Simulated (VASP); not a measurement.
# SnPb2O3 (P4mm) in VASP: relaxation of cell and atoms with PBE

Aim: the relaxation of cell and atoms of SnPb2O3 with PBE.

All numbers are computed with VASP 6.6.1; they aren't measurements. Logs are shortened: lines on timing, memory, paths and dates and some standing lists are left out, and cuts for length are marked.

**1. The cell of the first run**

Symmetry: P4mm, No. 99, tetragonal system. The conventional cell has a = 3.748 Å, b = 3.748 Å, c = 9.250 Å, α = 90.00°, β = 90.00°, γ = 90.00°. Within 3.5 Å of Sn (site symmetry 4mm) lie 4 O at 2.67 Å and 1 Pb at 3.17 Å. Pb (site symmetry 4mm) has 4 O at 2.30 Å within 3.0 Å. Within 3.0 Å of Pb (site symmetry 4mm) lie 4 O at 2.27 Å. O (site symmetry 2mm) has 4 Pb at 2.27 to 2.30 Å and 4 O at 2.65 Å within 3.0 Å. Within 3.5 Å of O (site symmetry 4mm) lie 4 Sn at 2.67 Å.

The cell was generated, and may not be a known phase.

**2. Relaxation of cell and atoms, PBE**

Contents of INCAR:

```
  ALGO = Normal
  EDIFF = 1E-7
  EDIFFG = -0.01
  ENCUT = 600
  GGA = PE
  IBRION = 2
  ISIF = 3
  ISMEAR = 0
  LASPH = True
  LCHARG = False
  LREAL = False
  LWAVE = False
  NELM = 100
  NSW = 100
  PREC = Accurate
  SIGMA = 0.02
```

Contents of KPOINTS:

```
k-points
0
Gamma
  8 8 4
```

Contents of POSCAR:

```
SnPb2O3
1.0
    3.7481846000      0.0000000000      0.0000000000
    0.0000000000      3.7481846000      0.0000000000
    0.0000000000      0.0000000000      9.2499895941
Sn Pb O
1 2 3
Direct
    0.0000000000      0.0000000000      0.4929088198
    0.5000000000      0.5000000000      0.8693149283
    0.0000000000      0.0000000000      0.1504454748
    0.5000000000      0.0000000000      0.0128963091
    0.0000000000      0.5000000000      0.0128963091
    0.5000000000      0.5000000000      0.4615371990
```

Potentials or basis: VASP PAW PBE potentials, release 64 (Sn_d, Pb_d, O).

On the command line:

```
$ cat potpaw_PBE.64/Sn_d/POTCAR potpaw_PBE.64/Pb_d/POTCAR potpaw_PBE.64/O/POTCAR > POTCAR
$ mpirun -np 1 vasp_std > vasp.out
```

OUTCAR:

```text
EDIFF = 1E-7
   EDIFFG = -0.01
   ENCUT = 600
   GGA = PE
   IBRION = 2
   ISIF = 3
   ISMEAR = 0
   LASPH = True
   LREAL = False
   NELM = 100
   NSW = 100
   PREC = Accurate

 ion  position               nearest neighbor table
   1  0.000  0.000  0.493-   6 2.67   6 2.67   6 2.67   6 2.67   3 3.17
   2  0.500  0.500  0.869-   4 2.30   5 2.30   4 2.30   5 2.30   3 3.71   3 3.71   3 3.71   3 3.71

   3  0.000  0.000  0.150-   4 2.27   5 2.27   5 2.27   4 2.27   1 3.17   2 3.71   2 3.71   2 3.71
                             2 3.71
   4  0.500  0.000  0.013-   3 2.27   3 2.27   2 2.30   2 2.30
   5  0.000  0.500  0.013-   3 2.27   3 2.27   2 2.30   2 2.30
   6  0.500  0.500  0.462-   1 2.67   1 2.67   1 2.67   1 2.67

  LATTYP: Found a simple tetragonal cell.
 ALAT       =     3.7481846000
 C/A-ratio  =     2.4678585986

  Lattice vectors:

 A1 = (   3.7481846000,   0.0000000000,   0.0000000000)
 A2 = (   0.0000000000,   3.7481846000,   0.0000000000)
 A3 = (   0.0000000000,   0.0000000000,   9.2499895941)

Analysis of symmetry for initial positions (statically):
=====================================================================
 Subroutine PRICEL returns:
 Original cell was already a primitive cell.

 Routine SETGRP: Setting up the symmetry group for a
 simple tetragonal supercell.

 Subroutine GETGRP returns: Found  8 space group operations
 (whereof  8 operations were pure point group operations)
 out of a pool of 16 trial point group operations.

The static configuration has the point symmetry C_4v.

Analysis of symmetry for dynamics (positions and initial velocities):
=====================================================================
 Subroutine PRICEL returns:
 Original cell was already a primitive cell.

 Routine SETGRP: Setting up the symmetry group for a
 simple tetragonal supercell.

 Subroutine GETGRP returns: Found  8 space group operations
 (whereof  8 operations were pure point group operations)
 out of a pool of 16 trial point group operations.

The dynamic configuration has the point symmetry C_4v.

 Subroutine INISYM returns: Found  8 space group operations
 (whereof  8 operations are pure point group operations),
 and found     1 'primitive' translations

----------------------------------------------------------------------------------------

                                     Primitive cell

  volume of cell :     129.9521

  direct lattice vectors                    reciprocal lattice vectors
     3.748184600  0.000000000  0.000000000     0.266795824  0.000000000  0.000000000
     0.000000000  3.748184600  0.000000000     0.000000000  0.266795824  0.000000000
     0.000000000  0.000000000  9.249989594     0.000000000  0.000000000  0.108108230

  length of vectors
     3.748184600  3.748184600  9.249989594     0.266795824  0.266795824  0.108108230

  position of ions in fractional coordinates (direct lattice)
     0.000000000  0.000000000  0.492908820
     0.500000000  0.500000000  0.869314928
     0.000000000  0.000000000  0.150445475
     0.500000000  0.000000000  0.012896309
     0.000000000  0.500000000  0.012896309
     0.500000000  0.500000000  0.461537199

  ion indices of the primitive-cell ions
   primitive index   ion index
                 1           1
                 2           2
                 3           3
                 4           4
                 5           5
                 6           6

----------------------------------------------------------------------------------------

 KPOINTS: k-points

Automatic generation of k-mesh.
 Grid dimensions read from file:
 generate k-points for:    8    8    4

 Generating k-lattice:

  Cartesian coordinates                     Fractional coordinates (reciprocal lattice)
     0.033349478  0.000000000  0.000000000     0.125000000  0.000000000  0.000000000
     0.000000000  0.033349478  0.000000000     0.000000000  0.125000000  0.000000000
     0.000000000  0.000000000  0.027027057     0.000000000  0.000000000  0.250000000

  Length of vectors
     0.033349478  0.033349478  0.027027057

  Shift w.r.t. Gamma in fractional coordinates (k-lattice)
     0.000000000  0.000000000  0.000000000

 Subroutine IBZKPT returns following result:
 ===========================================

 Found     45 irreducible k-points:

 Following reciprocal coordinates:
            Coordinates               Weight
  0.000000  0.000000  0.000000      1.000000
  0.125000  0.000000  0.000000      4.000000
  0.250000  0.000000  0.000000      4.000000
  0.375000  0.000000  0.000000      4.000000
  0.500000  0.000000  0.000000      2.000000
  0.125000  0.125000  0.000000      4.000000
[... 16 lines left out ...]
  0.375000  0.125000  0.250000     16.000000
  0.500000  0.125000  0.250000      8.000000
 [... further k-points ...]
   k-points           NKPTS =     45   k-points in BZ     NKDIM =     45   number of bands    NBANDS=     36
   number of dos      NEDOS =    301   number of ions     NIONS =      6
   total plane-waves  NPLWV =  72000
   dimension x,y,z NGX =    30 NGY =   30 NGZ =   80
   dimension x,y,z NGXF=    60 NGYF=   60 NGZF=  160
   ions per type =               1   2   3
   NGX,Y,Z   is equivalent  to a cutoff of  13.31, 13.31, 14.38 a.u.
   NGXF,Y,Z  is equivalent  to a cutoff of  26.61, 26.61, 28.76 a.u.
 SYSTEM =  unknown system
   PREC   = accura    normal or accurate (medium, high low for compatibility)
   ISTART =      0    job   : 0-new  1-cont  2-samecut
   ICHARG =      2    charge: 1-file 2-atom 10-const
   ISPIN  =      1    spin polarized calculation?
   LNONCOLLINEAR =      F non collinear calculations
   LSORBIT =      F    spin-orbit coupling
   LASPH  =      T    aspherical Exc in radial PAW
   ENCUT  =  600.0 eV  44.10 Ry    6.64 a.u.   7.49  7.49 18.47*2*pi/ulx,y,z
   NELM   =    100;   NELMIN=  2; NELMDL= -5     # of ELM steps
   EDIFF  = 0.1E-06   stopping-criterion for ELM
   LREAL  =      F    real-space projection
   EDIFFG = -.1E-01   stopping-criterion for IOM
   NSW    =    100    number of steps for IOM
   IBRION =      2    ionic relax: 0-MD 1-quasi-New 2-CG
   NFREE  =      1    steps in history (QN), initial steepest desc. (CG)
   ISIF   =      3    stress and relaxation
   ISYM   =      2    0-nonsym 1-usesym 2-fastsym
   POTIM  = 0.5000    time-step for ionic-motion
   TEBEG  =    0.0;   TEEND  =   0.0 temperature during run
   PSTRESS=    0.0 pullay stress
   NELECT =      60.0000    total number of electrons
   NUPDOWN=      -1.0000    fix difference up-down
   EMIN   =  10.00;   EMAX   =-10.00  energy-range for DOS
   EFERMI =   0.00;   METHOD = LEGACY
   ISMEAR =     0;   SIGMA  =   0.02  broadening in eV -4-tet -1-fermi 0-gaus
   EFERMI_NEDOS =   21; number of points for ismear=-14 and -15
   IALGO  =     38    algorithm
   IMIX   =      4    mixing-type and parameters
     AMIX     =   0.40;   BMIX     =  1.00
     AMIX_MAG =   1.60;   BMIX_MAG =  1.00
  volume/ion in A,a.u.               =      21.66       146.16
  Fermi-wavevector in a.u.,A,eV,Ry     =   1.265312  2.391092 21.783113  1.601014
  Thomas-Fermi vector in A             =   2.398571
   LORBIT       =      0    0 simple, 1 ext, 2 COOP (PROOUT), +10 PAW based schemes
   GGA     = PE    functional components
   LHFCALC =     F    Hartree Fock is set to
   AEXX    =    0.0000 exact exchange contribution
   IVDW    =     0    specifies the selected vdW correction
   LEPSILON=     F    determine dielectric tensor
   LRPA    =     F    only Hartree local field effects (RPA)
 conjugate gradient relaxation of ions
 non-spin polarized calculation
 Gauss-broadening in eV      SIGMA  =   0.02
  energy-cutoff  :      600.00
  volume of cell :      129.95
 maximum number of plane-waves:      4396
 NGX is ok and might be reduce to    30
   NGX = 15   NGY = 15   NGZ = 37

--------------------------------------- Ionic step        1  -------------------------------------------

 number of electron      60.0000001 magnetization

 Free energy of the ion-electron system (eV)
  ---------------------------------------------------
  ext. energy  EPLUGINS =         0.00000000
  ---------------------------------------------------
  free energy    TOTEN  =       -30.61587807 eV

  energy without entropy =      -30.61587807  energy(sigma->0) =      -30.61587807

------------------------ aborting loop because EDIFF is reached ----------------------------------------

  FORCE on cell =-STRESS in cart. coord.  units (eV):
  Direction    XX          YY          ZZ          XY          YZ          ZX
  --------------------------------------------------------------------------------------
  -------------------------------------------------------------------------------------
  Total        0.0092644      0.0092644      0.3060037      0.0000000      0.0000000      0.0000000
  in kB        0.1142209      0.1142209      3.7727154      0.0000000      0.0000000      0.0000000
  external PRESSURE =       1.3337191 kB  Pullay stress =       0.0000000 kB
[... 101 lines left out ...]
  FREE ENERGIE OF THE ION-ELECTRON SYSTEM (eV)
  ---------------------------------------------------
  free  energy   TOTEN  =       -30.6163182230 eV

  energy  without entropy=      -30.6163182230  energy(sigma->0) =      -30.61631822

 E-fermi :   4.4989     XC(G=0):  -9.1760

 val. band max:        4.3610485002   @ k =   0.5000   0.0000   0.5000
 cond. band min:       5.1360661677   @ k =   0.5000   0.0000   0.5000
 fundamental gap:      0.7750176675
 Fermi energy:         4.4988818310

 k-point     1 :       0.0000    0.0000    0.0000
  band No.  band energies     occupation
      1     -17.0190      2.00000
      2     -16.9539      2.00000
      3     -16.9539      2.00000
      4     -16.9113      2.00000
      5     -16.8279      2.00000
      6     -14.8678      2.00000
[... 925 lines left out ...]
     35       8.8127      0.00000
     36       9.6155      0.00000

 [... further k-points ...]

[... ionic steps 4 to 19 ...]

--------------------------------------- Ionic step       20  -------------------------------------------

 number of electron      60.0000003 magnetization

------------------------ aborting loop because EDIFF is reached ----------------------------------------
[... 75 lines left out ...]
--------------------------------------- Ionic step       22  -------------------------------------------

 number of electron      60.0000003 magnetization

 Free energy of the ion-electron system (eV)
  ---------------------------------------------------
  ext. energy  EPLUGINS =         0.00000000
  ---------------------------------------------------
  free energy    TOTEN  =       -30.61977682 eV

  energy without entropy =      -30.61977682  energy(sigma->0) =      -30.61977682

 E-fermi :   4.4138     XC(G=0):  -9.1315

 val. band max:        4.2978417562   @ k =   0.5000   0.0000   0.5000
 cond. band min:       5.0738943983   @ k =   0.5000   0.0000   0.5000
 fundamental gap:      0.7760526421
 Fermi energy:         4.4137791042

 k-point     1 :       0.0000    0.0000    0.0000
  band No.  band energies     occupation
      1     -17.0803      2.00000
      2     -17.0155      2.00000
      3     -17.0155      2.00000
      4     -16.9725      2.00000
      5     -16.8895      2.00000
      6     -14.9303      2.00000
[... 925 lines left out ...]
     35       8.7465      0.00000
     36       9.5139      0.00000

 [... further k-points ...]

------------------------ aborting loop because EDIFF is reached ----------------------------------------

  FORCE on cell =-STRESS in cart. coord.  units (eV):
  Direction    XX          YY          ZZ          XY          YZ          ZX
  --------------------------------------------------------------------------------------
  -------------------------------------------------------------------------------------
  Total       -0.0316456     -0.0316456     -0.0353346      0.0000000      0.0000000      0.0000000
  in kB       -0.3787487     -0.3787487     -0.4228997      0.0000000      0.0000000      0.0000000
  external PRESSURE =      -0.3934657 kB  Pullay stress =       0.0000000 kB
[... 21 lines left out ...]
  FREE ENERGIE OF THE ION-ELECTRON SYSTEM (eV)
  ---------------------------------------------------
  free  energy   TOTEN  =       -30.6197768220 eV

  energy  without entropy=      -30.6197768220  energy(sigma->0) =      -30.61977682

 reached required accuracy - stopping structural energy minimisation
```

Run time: 63 min. Hardware: 1 thread of Intel Xeon 8259CL, shared host; peak memory 0.44 GiB.

Results:

| Property | Result |
| --- | --- |
| Free energy | -30.6198 eV |
| Relaxed volume | 22.31 Å³/atom |
| Relaxed cell | a = 3.747 Å, b = 3.747 Å, c = 9.536 Å, α = 90.00°, β = 90.00°, γ = 90.00° |
| Space group after relaxing (to 0.1 Å) | P4mm (No. 99) |
| Energy gained by relaxing | 0.6 meV/atom |
| Ionic steps | 22 |
| Pressure after relaxing | 0.0 GPa |
| Largest force after relaxing | 0.009 eV/Å |
| Band gap on the k mesh | 0.78 eV |

Forces on the atoms (eV/Å):
```
Sn   0.000  0.000  0.000
Pb   0.000  0.000 -0.002
Pb   0.000  0.000 -0.009
O    0.000  0.000  0.009
O    0.000  0.000  0.009
O    0.000  0.000 -0.008
```

Step by step:
| step | energy change (eV) | largest force (eV/Å) | pressure (GPa) | volume (Å³) |
| --- | --- | --- | --- | --- |
| 1 | 0.0000 | 0.0338 | 0.13 | 129.95 |
| 2 | -0.0004 | 0.0666 | -0.08 | 130.29 |
| 3 | -0.0004 | 0.0675 | -0.07 | 130.29 |
| 4 | -0.0009 | 0.0636 | -0.02 | 130.34 |
| 5 | -0.0014 | 0.0542 | 0.12 | 130.45 |
| 6 | -0.0019 | 0.0349 | 0.10 | 130.84 |
| 7 | -0.0028 | 0.0308 | 0.04 | 131.99 |
| 8 | -0.0028 | 0.0372 | 0.04 | 132.20 |
| 9 | -0.0029 | 0.0557 | -0.19 | 132.87 |
| 10 | -0.0030 | 0.0301 | -0.10 | 132.59 |
| 11 | -0.0032 | 0.0226 | 0.01 | 132.64 |
| 12 | -0.0032 | 0.0257 | 0.04 | 132.66 |
| 13 | -0.0034 | 0.0309 | 0.03 | 132.87 |
| 14 | -0.0034 | 0.0349 | 0.03 | 133.04 |
| 15 | -0.0036 | 0.0302 | 0.00 | 133.25 |
| 16 | -0.0037 | 0.0246 | -0.04 | 133.51 |
| 17 | -0.0037 | 0.0230 | -0.04 | 133.59 |
| 18 | -0.0038 | 0.0277 | 0.00 | 133.64 |
| 19 | -0.0038 | 0.0364 | 0.04 | 133.68 |
| 20 | -0.0039 | 0.0122 | -0.01 | 133.79 |
| 21 | -0.0039 | 0.0158 | -0.05 | 133.90 |
| 22 | -0.0039 | 0.0095 | -0.04 | 133.87 |

Final structure:
```
CELL_PARAMETERS angstrom
3.74677 0.00000 0.00000
0.00000 3.74677 0.00000
0.00000 0.00000 9.53583
ATOMIC_POSITIONS crystal
Sn 0.00000 0.00000 0.48645
Pb 0.50000 0.50000 0.87562
Pb 0.00000 0.00000 0.14905
O 0.50000 0.00000 0.01470
O 0.00000 0.50000 0.01470
O 0.50000 0.50000 0.45948
```

Levels at points of the mesh, in eV from the valence-band top:
```csv
k point,band 28,band 29,band 30,band 31,band 32,band 33
"(0.00, 0.00, 0.00)",-1.64,-1.64,-0.58,1.68,3.12,4.46
"(0.50, 0.00, 0.00)",-1.25,-1.18,-0.05,0.87,1.25,3.03
"(0.50, 0.50, 0.00)",-1.09,-1.02,-0.92,2.10,2.10,2.31
"(0.00, 0.00, 0.50)",-1.64,-1.64,-0.94,1.22,3.19,4.91
"(0.50, 0.00, 0.50)",-1.26,-1.07,0.00,0.78,1.56,2.69
"(0.50, 0.50, 0.50)",-1.09,-1.02,-0.95,2.01,2.01,2.10
```

Caveat: spin-orbit coupling is left out, which moves the levels of the heavy elements.
